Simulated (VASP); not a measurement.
**Si: single point with LDA**

The system is Si.

```
Si
1.0
     0.00000    2.70097    2.70097
     2.70097    0.00000    2.70097
     2.70097    2.70097    0.00000
Si
2
Cartesian
  4.0515 4.0515 4.0515
  2.7010 2.7010 2.7010
```

| Property | Result |
| --- | --- |
| Program | VASP 6.6.1 |
| Task | single point |
| Functional | LDA |
| Potentials or basis | VASP PAW LDA potentials, release 64 (Si) |
| Cutoff | 520 eV |
| k mesh | 8 × 8 × 8 |
| Occupations | gaussian, width 0.02 eV |
| Spin | no spin polarisation |
| Dipole correction | no |
| Further INCAR settings | ALGO = Normal; EDIFF = 1e-06; NBANDS = 11 |

```yaml
Pressure: 0.1 GPa
Band_gap_on_the_k_mesh: 0.49 eV, indirect (least direct gap 2.53 eV)
```

Levels at points of the mesh, in eV from the valence-band top:
```csv
k point,band 2,band 3,band 4,band 5,band 6,band 7
"(0.00, 0.00, 0.00)",0.00,0.00,0.00,2.53,2.53,2.53
"(0.50, 0.00, 0.00)",-7.07,-1.21,-1.21,1.49,3.28,3.28
"(0.50, 0.50, 0.00)",-7.87,-2.89,-2.89,0.57,0.57,10.11
```

Run time: 14 s on 1 thread of AMD EPYC 7R13, on a shared host, peak memory 0.1 GiB.

A k mesh can miss the band edges.
